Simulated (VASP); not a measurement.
# Br (Immm) in VASP: a series of runs

Br is run at these levels: BLYP, PBE; tasks: single point.

All numbers are computed with VASP 6.6.1; they aren't measurements. Logs are shortened: lines on timing, memory, paths and dates and some standing lists are left out, and cuts for length are marked.

## Step 1: The cell of the first run

Symmetry: Immm, No. 71, orthorhombic system. The conventional cell has a = 2.574 Å, b = 3.440 Å, c = 7.156 Å, α = 90.00°, β = 90.00°, γ = 90.00°. Br (site symmetry mmm) has 2 Br at 2.57 Å within 3.4 Å.

## Step 2: Single point, BLYP

INCAR reads:

```
AGGAC = 1.0
AGGAX = 1.0
ALDAC = 0.0
ALDAX = 1.0
ALGO = Normal
EDIFF = 1E-6
ENCUT = 500
GGA = B5
GGA_COMPAT = F
ISIF = 2
ISMEAR = 0
LASPH = T
LCHARG = T
LELF = T
LREAL = F
LVHAR = T
LWAVE = F
NBANDS = 10
NELM = 120
PREC = Accurate
SIGMA = 0.091
```

KPOINTS reads:

```
k-points
0
Gamma
  4 4 4
```

POSCAR reads:

```
Br
1.0
   -1.2867684050      1.7199972000      3.5779911600
    1.2867684050     -1.7199972000      3.5779911600
    1.2867684050      1.7199972000     -3.5779911600
Br
1
Direct
    0.0000000000      0.0000000000      0.0000000000
```

Potentials or basis: VASP PAW PBE potentials, release 64 (Br).

Launch:

```bash
> cat potpaw_PBE.64/Br/POTCAR > POTCAR
> mpirun -np 1 vasp_std > vasp.out
```

OUTCAR:

```text
EDIFF = 1E-6
   ENCUT = 500
   GGA = B5
   ISIF = 2
   ISMEAR = 0
   LASPH = T
   LREAL = F
   NELM = 120
   PREC = Accurate

 ion  position               nearest neighbor table
   1  0.000  0.000  0.000-

  LATTYP: Found a body centered orthorhombic cell.
 ALAT       =     2.5735368100
 B/A-ratio  =     1.3366796957
 C/A-ratio  =     2.7806022794

  Lattice vectors:

 A1 = (  -1.2867684050,   1.7199972000,   3.5779911600)
 A2 = (   1.2867684050,  -1.7199972000,   3.5779911600)
 A3 = (   1.2867684050,   1.7199972000,  -3.5779911600)

Analysis of symmetry for initial positions (statically):
=====================================================================
 Subroutine PRICEL returns:
 Original cell was already a primitive cell.

 Routine SETGRP: Setting up the symmetry group for a
 body centered orthorhombic supercell.

 Subroutine GETGRP returns: Found  8 space group operations
 (whereof  8 operations were pure point group operations)
 out of a pool of  8 trial point group operations.

The static configuration has the point symmetry D_2h.

Analysis of symmetry for dynamics (positions and initial velocities):
=====================================================================
 Subroutine PRICEL returns:
 Original cell was already a primitive cell.

 Routine SETGRP: Setting up the symmetry group for a
 body centered orthorhombic supercell.

 Subroutine GETGRP returns: Found  8 space group operations
 (whereof  8 operations were pure point group operations)
 out of a pool of  8 trial point group operations.

The dynamic configuration has the point symmetry D_2h.

 Subroutine INISYM returns: Found  8 space group operations
 (whereof  8 operations are pure point group operations),
 and found     1 'primitive' translations

----------------------------------------------------------------------------------------

                                     Primitive cell

  volume of cell :      31.6758

  direct lattice vectors                    reciprocal lattice vectors
    -1.286768405  1.719997200  3.577991160     0.000000000  0.290698148  0.139743218
     1.286768405 -1.719997200  3.577991160     0.388570312  0.000000000  0.139743218
     1.286768405  1.719997200 -3.577991160     0.388570312  0.290698148  0.000000000

  length of vectors
     4.173270185  4.173270185  4.173270185     0.322542370  0.412934685  0.485275489

  position of ions in fractional coordinates (direct lattice)
     0.000000000  0.000000000  0.000000000

  ion indices of the primitive-cell ions
   primitive index   ion index
                 1           1

----------------------------------------------------------------------------------------

 KPOINTS: k-points

Automatic generation of k-mesh.
 Grid dimensions read from file:
 generate k-points for:    4    4    4

 Generating k-lattice:

  Cartesian coordinates                     Fractional coordinates (reciprocal lattice)
     0.000000000  0.072674537  0.034935805     0.250000000  0.000000000  0.000000000
     0.097142578  0.000000000  0.034935805     0.000000000  0.250000000 -0.000000000
     0.097142578  0.072674537  0.000000000     0.000000000 -0.000000000  0.250000000

  Length of vectors
     0.080635592  0.103233671  0.121318872

  Shift w.r.t. Gamma in fractional coordinates (k-lattice)
     0.000000000  0.000000000  0.000000000

 Subroutine IBZKPT returns following result:
 ===========================================

 Found     18 irreducible k-points:

 Following reciprocal coordinates:
            Coordinates               Weight
  0.000000  0.000000  0.000000      1.000000
  0.250000  0.000000 -0.000000      4.000000
  0.500000  0.000000 -0.000000      2.000000
  0.000000  0.250000 -0.000000      4.000000
  0.250000  0.250000 -0.000000      8.000000
  0.500000  0.250000  0.000000      8.000000
[... 10 lines left out ...]
 -0.250000 -0.250000  0.250000      2.000000
  0.500000  0.500000  0.500000      1.000000
   k-points           NKPTS =     18   k-points in BZ     NKDIM =     18   number of bands    NBANDS=     10
   number of dos      NEDOS =    301   number of ions     NIONS =      1
   total plane-waves  NPLWV =  27000
   dimension x,y,z NGX =    30 NGY =   30 NGZ =   30
   dimension x,y,z NGXF=    60 NGYF=   60 NGZF=   60
   ions per type =               1
   NGX,Y,Z   is equivalent  to a cutoff of  11.95, 11.95, 11.95 a.u.
   NGXF,Y,Z  is equivalent  to a cutoff of  23.90, 23.90, 23.90 a.u.
 SYSTEM =  unknown system
   PREC   = accura    normal or accurate (medium, high low for compatibility)
   ISTART =      0    job   : 0-new  1-cont  2-samecut
   ICHARG =      2    charge: 1-file 2-atom 10-const
   ISPIN  =      1    spin polarized calculation?
   LNONCOLLINEAR =      F non collinear calculations
   LSORBIT =      F    spin-orbit coupling
   LASPH  =      T    aspherical Exc in radial PAW
   ENCUT  =  500.0 eV  36.75 Ry    6.06 a.u.   7.61  7.61  7.61*2*pi/ulx,y,z
   NELM   =    120;   NELMIN=  2; NELMDL= -5     # of ELM steps
   EDIFF  = 0.1E-05   stopping-criterion for ELM
   LREAL  =      F    real-space projection
   EDIFFG = 0.1E-04   stopping-criterion for IOM
   NSW    =      0    number of steps for IOM
   IBRION =     -1    ionic relax: 0-MD 1-quasi-New 2-CG
   NFREE  =      0    steps in history (QN), initial steepest desc. (CG)
   ISIF   =      2    stress and relaxation
   ISYM   =      2    0-nonsym 1-usesym 2-fastsym
   POTIM  = 0.5000    time-step for ionic-motion
   TEBEG  =    0.0;   TEEND  =   0.0 temperature during run
   PSTRESS=    0.0 pullay stress
   NELECT =       7.0000    total number of electrons
   NUPDOWN=      -1.0000    fix difference up-down
   EMIN   =  10.00;   EMAX   =-10.00  energy-range for DOS
   EFERMI =   0.00;   METHOD = LEGACY
   ISMEAR =     0;   SIGMA  =   0.09  broadening in eV -4-tet -1-fermi 0-gaus
   EFERMI_NEDOS =   21; number of points for ismear=-14 and -15
   IALGO  =     38    algorithm
   IMIX   =      4    mixing-type and parameters
     AMIX     =   0.40;   BMIX     =  1.00
     AMIX_MAG =   1.60;   BMIX_MAG =  1.00
  volume/ion in A,a.u.               =      31.68       213.76
  Fermi-wavevector in a.u.,A,eV,Ry     =   0.989764  1.870383 13.328717  0.979633
  Thomas-Fermi vector in A             =   2.121386
   LORBIT       =      0    0 simple, 1 ext, 2 COOP (PROOUT), +10 PAW based schemes
   GGA     = B5    functional components
   LHFCALC =     F    Hartree Fock is set to
   AEXX    =    0.0000 exact exchange contribution
   IVDW    =     0    specifies the selected vdW correction
   LEPSILON=     F    determine dielectric tensor
   LRPA    =     F    only Hartree local field effects (RPA)
 non-spin polarized calculation
 Gauss-broadening in eV      SIGMA  =   0.09
  energy-cutoff  :      500.00
  volume of cell :       31.68
 maximum number of plane-waves:       820
   NGX = 15   NGY = 15   NGZ = 15

 number of electron       7.0000000 magnetization

 Free energy of the ion-electron system (eV)
  ---------------------------------------------------
  ext. energy  EPLUGINS =         0.00000000
  ---------------------------------------------------
  free energy    TOTEN  =        -1.13173066 eV

  energy without entropy =       -1.12012267  energy(sigma->0) =       -1.12592667

 E-fermi :   0.2238     XC(G=0):  -7.7819

 val. band max:        0.2028762522   @ k =   0.2500   0.5000   0.0000
 cond. band min:       0.3172679376   @ k =   0.0000   0.2500  -0.0000
 fundamental gap:      0.1143916853
 Fermi energy:         0.2237989932

 k-point     1 :       0.0000    0.0000    0.0000
  band No.  band energies     occupation
      1     -15.0668      2.00000
      2      -1.3524      2.00000
      3      -0.4913      2.00000
      4       4.7560      0.00000
      5       5.9985      0.00000
      6       9.9049      0.00000
      7      12.5541      0.00000
      8      13.9417      0.00000
      9      15.2292      0.00000
     10      20.6417      0.00000

 k-point     2 :       0.2500    0.0000   -0.0000
  band No.  band energies     occupation
      1     -14.8365      2.00000
      2      -2.2808      2.00000
      3      -1.4930      2.00000
      4       4.8309      0.00000
      5       7.5238      0.00000
      6      10.2268      0.00000
      7      12.6773      0.00000
      8      14.1246      0.00000
      9      20.6916      0.00000
     10      21.1805      0.00000

 k-point     3 :       0.5000    0.0000   -0.0000
  band No.  band energies     occupation
      1     -14.5834      2.00000
      2      -3.5222      2.00000
      3      -1.6947      2.00000
      4       4.9085      0.00000
      5       7.0520      0.00000
      6      13.1022      0.00000
      7      14.0762      0.00000
      8      15.4892      0.00000
      9      18.6080      0.00000
     10      20.4524      0.00000

 k-point     4 :       0.0000    0.2500   -0.0000
  band No.  band energies     occupation
      1     -13.9578      2.00000
      2      -0.9630      2.00000
      3      -0.7023      2.00000
      4       0.3173      0.14634
      5       7.8442      0.00000
      6      10.8502      0.00000
      7      12.9176      0.00000
      8      14.1141      0.00000
      9      16.2545      0.00000
     10      17.3469      0.00000

 k-point     5 :       0.2500    0.2500   -0.0000
  band No.  band energies     occupation
      1     -13.7130      2.00000
      2      -1.5411      2.00000
      3      -0.9171      2.00000
      4      -0.6991      2.00000
      5       9.2165      0.00000
      6      11.4671      0.00000
      7      13.1920      0.00000
      8      14.7305      0.00000
      9      15.7625      0.00000
     10      19.1924      0.00000

 k-point     6 :       0.5000    0.2500    0.0000
  band No.  band energies     occupation
      1     -13.5185      2.00000
      2      -2.4391      2.00000
      3      -0.8645      2.00000
      4      -0.5674      2.00000
      5       8.8145      0.00000
      6      11.0397      0.00000
      7      12.8721      0.00000
      8      15.1593      0.00000
      9      18.2248      0.00000
     10      20.7372      0.00000
[... 105 lines left out ...]
 k-point    15 :       0.2500   -0.2500    0.2500
  band No.  band energies     occupation
      1     -14.5837      2.00000
      2      -3.4076      2.00000
      3      -1.9040      2.00000
      4       4.9084      0.00000
      5       8.5095      0.00000
      6       9.8635      0.00000
      7      14.3125      0.00000
      8      17.4083      0.00000
      9      20.3313      0.00000
     10      20.4848      0.00000

 k-point    16 :       0.5000   -0.2500    0.2500
  band No.  band energies     occupation
      1     -14.7263      2.00000
      2      -2.7537      2.00000
      3      -2.1467      2.00000
      4       4.7741      0.00000
      5       9.2874      0.00000
      6      11.0989      0.00000
      7      13.6792      0.00000
      8      15.8230      0.00000
      9      16.2505      0.00000
     10      21.6797      0.00000

 k-point    17 :      -0.2500   -0.2500    0.2500
  band No.  band energies     occupation
      1     -14.9649      2.00000
      2      -2.4247      2.00000
      3      -0.6198      2.00000
      4       4.7002      0.00000
      5       7.7922      0.00000
      6       9.6049      0.00000
      7      13.6766      0.00000
      8      13.8713      0.00000
      9      17.7488      0.00000
     10      21.5371      0.00000

 k-point    18 :       0.5000    0.5000    0.5000
  band No.  band energies     occupation
      1     -14.8582      2.00000
      2      -3.2472      2.00000
      3      -0.7416      2.00000
      4       4.6454      0.00000
      5       7.9833      0.00000
      6      12.0811      0.00000
      7      13.3265      0.00000
      8      16.5115      0.00000
      9      17.4811      0.00000
     10      19.1145      0.00000

------------------------ aborting loop because EDIFF is reached ----------------------------------------

  FORCE on cell =-STRESS in cart. coord.  units (eV):
  Direction    XX          YY          ZZ          XY          YZ          ZX
  --------------------------------------------------------------------------------------
  -------------------------------------------------------------------------------------
  Total        3.3127647     -0.2704183      0.4417329     -0.0000000      0.0000000      0.0000000
  in kB      167.5613278    -13.6778979     22.3430731     -0.0000000      0.0000000      0.0000000
  external PRESSURE =      58.7421677 kB  Pullay stress =       0.0000000 kB

 VOLUME and BASIS-vectors are now :
 -----------------------------------------------------------------------------
  energy-cutoff  :      500.00
  volume of cell :       31.68
      direct lattice vectors                 reciprocal lattice vectors
    -1.286768405  1.719997200  3.577991160     0.000000000  0.290698148  0.139743218
     1.286768405 -1.719997200  3.577991160     0.388570312  0.000000000  0.139743218
     1.286768405  1.719997200 -3.577991160     0.388570312  0.290698148  0.000000000

 POSITION                                       TOTAL-FORCE (eV/Angst)
 -----------------------------------------------------------------------------------
      0.00000      0.00000      0.00000         0.000000      0.000000      0.000000
 -----------------------------------------------------------------------------------
    total drift:                                0.000000     -0.000000     -0.000000

  FREE ENERGIE OF THE ION-ELECTRON SYSTEM (eV)
  ---------------------------------------------------
  free  energy   TOTEN  =        -1.1317306580 eV

  energy  without entropy=       -1.1201226748  energy(sigma->0) =       -1.12592667
```

It took 9.1 s on 1 thread of Intel Xeon 6975P-C (Granite Rapids), shared host; peak memory 0.15 GiB.

Results:

```
Free energy : -1.1317 eV
Pressure    : 5.9 GPa
```

Caveat: the k points lie up to 0.76 Å⁻¹ apart; the PAW data sets were made with another functional, which shifts forces and pressure a little; an odd number of electrons without spin polarisation forces a metal; a magnetic or distorted state may lie lower.

(Continued in part 2 of 2.)
